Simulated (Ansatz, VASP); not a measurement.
## Ge in VASP and in Ansatz

INCAR

```
SYSTEM = Ge
ALGO = Normal
EDIFF = 1E-6
ENCUT = 520
GGA = PE
ISIF = 2
ISMEAR = 0
IVDW = 12
LASPH = .True.
LCHARG = .True.
LELF = .True.
LREAL = .False.
LVHAR = .True.
LWAVE = .False.
NBANDS = 13
NELM = 100
PREC = Accurate
SIGMA = 0.15
```

KPOINTS

```
k-points
0
Gamma
  22 22 22
  0 0 0
```

Contents of POSCAR:

```
Ge
1.0
    0.0000000000      2.3554486255      1.6653021782
    2.3554486255      0.0000000000      1.6653021782
    2.3554486255      2.3554486255      0.0000000000
Ge
1
Direct
    0.0000000000      0.0000000000      0.0000000000
```

Input for Ansatz:

```yaml
crystal:
  lattice:
    - [0.0, 2.3554486255, 1.6653021782]
    - [2.3554486255, 0.0, 1.6653021782]
    - [2.3554486255, 2.3554486255, 0.0]
  atoms:
    - { symbol: Ge, position: [0.0, 0.0, 0.0] }
basis:
  ecutwfc: 420
kpoints:
  mp_grid: { grid: [22, 22, 22] }
hamiltonian:
  xc: pbe
  dispersion: d3bj
scf:
  occupations: { method: gaussian, width: 0.15 }
output:
  forces: true
  stress: true
  eigenvalues: true
```

Alike in both runs: task single point; functional PBE; dispersion D3(BJ); k mesh 22 × 22 × 22; occupations gaussian, width 0.15 eV; no spin polarisation.

|  | VASP | Ansatz |
| --- | --- | --- |
| version | VASP 6.6.1 | Ansatz 0.2.0 |
| potentials or method | VASP PAW PBE potentials, release 64 (Ge_d), cutoff 520 eV | scalar-relativistic, plane waves, PAW |
| valence electrons in the cell | 14 | 14 |

Ansatz gave:

| Quantity | Value |
| --- | --- |
| gap on the k mesh at the Fermi level (eV) | none |
| pressure (GPa) | -0.4 |

**Question.** What did VASP give for the same quantities?

**Answer.** gap on the k mesh at the Fermi level (eV): none; pressure (GPa): -0.5.

A gap of «none» marks a metal or a gap that the smearing closes.
